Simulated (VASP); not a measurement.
A run of VASP 6.6.1 is set up as follows.

INCAR

```
PREC = Accurate
ENCUT = 520
EDIFF = 1E-6
ISMEAR = 0
SIGMA = 0.025
LREAL = F
LASPH = T
NELM = 150
ALGO = Normal
ISIF = 2
LWAVE = F
LCHARG = F
ISPIN = 2
MAGMOM = 1.5 1.5
LORBIT = 11
LMAXMIX = 4
GGA = PS
NBANDS = 21
```

Contents of KPOINTS:

```
Automatic mesh
0
Gamma
  14 14 8
```

The input POSCAR:

```
Ni
1.0
    2.4480230000      0.0000000000      0.0000000000
   -1.2240110000      2.1200500000      0.0000000000
    0.0000000000      0.0000000000      4.0728080000
Ni
2
Direct
    0.3333333333      0.6666666667      0.2500000000
    0.6666666667      0.3333333333      0.7500000000
```

Potentials or basis: VASP PAW PBE potentials, release 64 (Ni).

The run is started by

```console
$ cat potpaw_PBE.64/Ni/POTCAR > POTCAR
$ mpirun -np 1 vasp_std > vasp.out
```

Problem. Predict the pressure.

Solution. -3.7 GPa.

Problem. Estimate the site moments.

Solution. Ni +0.58 μB.

Stress tensor (GPa, compression positive):
```
-2.82  0.00  0.00
 0.00 -2.82  0.00
 0.00  0.00 -5.55
```

Caveat: the cell stands under tension; the PAW data sets were made with another functional, which shifts forces and pressure a little.
